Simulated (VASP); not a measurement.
# HfB: single point with PBE

HfB:

```
Hf B
1.0
     2.30814    2.30814    0.00000
    -2.30814    2.30814    0.00000
     0.00000    0.00000    4.96431
Hf B
2 2
Direct
  0.50000 0.50000 0.00000
  0.00000 0.00000 0.50000
  0.00000 0.00000 0.00000
  0.50000 0.50000 0.50000
```

This cell differs from its parent crystal: biaxial strain in the a-b plane: -4.5 %.

| Property | Result |
| --- | --- |
| Program | VASP 6.6.1 |
| Task | single point |
| Functional | PBE |
| Potentials or basis | VASP PAW PBE potentials, release 64 (Hf_pv, B) |
| Cutoff | 520 eV |
| k mesh | 12 × 12 × 10 |
| Occupations | gaussian, width 0.1 eV |
| Spin | no spin polarisation |
| Dipole correction | no |
| Further INCAR settings | ALGO = Normal; EDIFF = 1e-06; NBANDS = 21 |

| Property | Result |
| --- | --- |
| Pressure | 14.7 GPa |
| Band gap on the k mesh | zero (band 13 reaches 7.11 eV, above the bottom of band 14 at 3.51 eV) |

Stress tensor (GPa, compression positive):
```
24.45  0.00  0.00
 0.00 24.45  0.00
 0.00  0.00 -4.78
```

Levels at points of the mesh, in eV from the Fermi level:
```tsv
k point	band 10	band 11	band 12	band 13	band 14	band 15	band 16	band 17	band 18	band 19
(0.00, 0.00, 0.00)	-0.89	1.58	2.41	2.41	2.49	2.49	3.34	3.47	3.88	3.88
(0.50, 0.00, 0.00)	-3.05	-1.52	-1.52	-0.91	-0.91	4.68	4.68	6.57	6.57	7.10
(0.50, 0.50, 0.00)	-0.95	-0.83	-0.83	1.86	1.86	2.08	2.08	5.63	5.63	6.78
(0.00, 0.00, 0.50)	-1.70	0.13	0.13	1.96	1.96	1.96	1.96	4.99	4.99	6.35
(0.50, 0.00, 0.50)	-4.29	-1.44	-1.44	-1.19	-1.19	5.84	5.84	6.31	6.31	7.09
(0.50, 0.50, 0.50)	-1.07	-1.07	-1.07	-1.00	-1.00	4.47	4.47	4.47	4.47	7.72
```

Wall time 50 s on 1 thread of Intel(R) Xeon(R) 6975P-C (Granite Rapids) (shared host), peak memory 0.28 GiB.

Caveat: the cell differs from its parent crystal (biaxial strain in the a-b plane: -4.5 %); spin-orbit coupling is left out, which moves the levels of the heavy elements.
